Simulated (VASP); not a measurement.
**Mg: single point with PBEsol**

Crystal: Mg.

```
Mg
1.0
     3.13973    0.02132    0.00714
    -1.55140    2.73017    0.02285
     0.00712    0.03045    3.14544
Mg
1
Direct
  0.00000 0.00000 0.00000
```

This cell differs from its parent crystal: the cell strained at random.

```yaml
Program: VASP 6.6.1
Task: single point
Functional: PBEsol
Potentials_or_basis: VASP PAW PBE potentials, release 64 (Mg)
Cutoff: 520 eV
k_mesh: 14 × 14 × 12
Occupations: gaussian, width 0.1 eV
Spin: no spin polarisation
```

The pressure is -2.0 GPa and the band gap on the k mesh is zero (band 1 reaches 4.26 eV, above the bottom of band 2 at -0.36 eV).

Stress tensor (GPa, compression positive):
```
-2.10 -0.17  0.07
-0.17 -2.30  0.28
 0.07  0.28 -1.55
```

Levels at points of the mesh, in eV from the Fermi level:
| k point | band 1 | band 2 | band 3 | band 4 | band 5 |
| --- | --- | --- | --- | --- | --- |
| (0.00, 0.00, 0.00) | -6.27 | 7.65 | 8.12 | 11.74 | 12.11 |
| (0.50, 0.00, 0.00) | -1.47 | -1.25 | 7.91 | 8.10 | 12.23 |
| (0.00, 0.50, 0.00) | -1.47 | -1.25 | 7.91 | 8.10 | 12.22 |
| (0.50, 0.50, 0.00) | -1.40 | -1.10 | 7.69 | 7.74 | 12.29 |
| (0.00, 0.00, 0.50) | -2.91 | -2.14 | 13.74 | 14.12 | 15.19 |
| (0.50, 0.00, 0.50) | 1.31 | 2.20 | 2.60 | 3.03 | 10.95 |
| (0.00, 0.50, 0.50) | 1.30 | 2.21 | 2.57 | 3.06 | 10.97 |
| (0.50, 0.50, 0.50) | 1.40 | 2.32 | 2.77 | 3.08 | 10.58 |

It took 48 s on 1 thread of Intel(R) Xeon(R) Platinum 8559C (Emerald Rapids), on a shared host, peak memory 0.33 GiB.

Caveat: the cell differs from its parent crystal (the cell strained at random); the PAW data sets were made with another functional, which shifts forces and pressure a little.
